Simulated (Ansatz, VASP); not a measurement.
**LiCl in VASP and in Ansatz**

```
Li Cl
1.0
     0.00000    2.66694    2.66694
     2.66694    0.00000    2.66694
     2.66694    2.66694    0.00000
Li Cl
1 1
Direct
  0.00000 0.00000 0.00000
  0.50000 0.50000 0.50000
```

Alike in both runs: task single point; functional PBE; k mesh 8 × 8 × 8; occupations gaussian, width 0.02 eV; no spin polarisation.

|  | VASP | Ansatz |
| --- | --- | --- |
| version | VASP 6.6.1 | Ansatz 0.2.0 |
| potentials or method | VASP PAW PBE potentials, release 64 (Li_sv, Cl), cutoff 520 eV | scalar-relativistic, plane waves, PAW |
| valence electrons in the cell | 10 | 10 |

Ansatz gave:

| Quantity | Value |
| --- | --- |
| gap on the k mesh at the Fermi level (eV) | 5.71 |
| least direct gap on the mesh (eV) | 5.71 |

Estimate VASP's values.

gap on the k mesh at the Fermi level (eV): 5.72; least direct gap on the mesh (eV): 5.72.

With one functional, cell and mesh, what is left measures potentials, basis and numerics.

Noted on VASP's run: the cutoff is short for stress, so the pressure is rough.
